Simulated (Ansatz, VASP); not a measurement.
## Y: VASP beside Ansatz

```
Y
1.0
     3.74279    0.00000    0.00000
    -1.87139    3.24135    0.00000
     0.00000    0.00000    5.60372
Y
2
Direct
  0.33333 0.66667 0.25000
  0.66667 0.33333 0.75000
```

Change from the starting cell: strain +0.025 along x and y, -0.025 along z, atoms carried along.

Alike in both runs: task single point; functional PBEsol; k mesh 18 × 18 × 8; occupations gaussian, width 0.15 eV; no spin polarisation.

```csv
,VASP,Ansatz
version,VASP 6.6.1,Ansatz 0.2.0
potentials or method,"VASP PAW PBE potentials, release 64 (Y_sv), cutoff 520 eV","scalar-relativistic, plane waves, PAW"
valence electrons in the cell,22,22
```

|  | VASP | Ansatz | Ansatz less VASP |
| --- | --- | --- | --- |
| gap on the k mesh at the Fermi level (eV) | none | none | - |
| pressure (GPa) | -3.2 | -3.1 | +0.09 |
| traceless stress, the component that is largest in VASP (GPa) | 1.34 | 1.34 | 0.000 |

VASP's potentials were made for PBE, not for PBEsol. A gap of «none» marks a metal or a gap that the smearing closes.
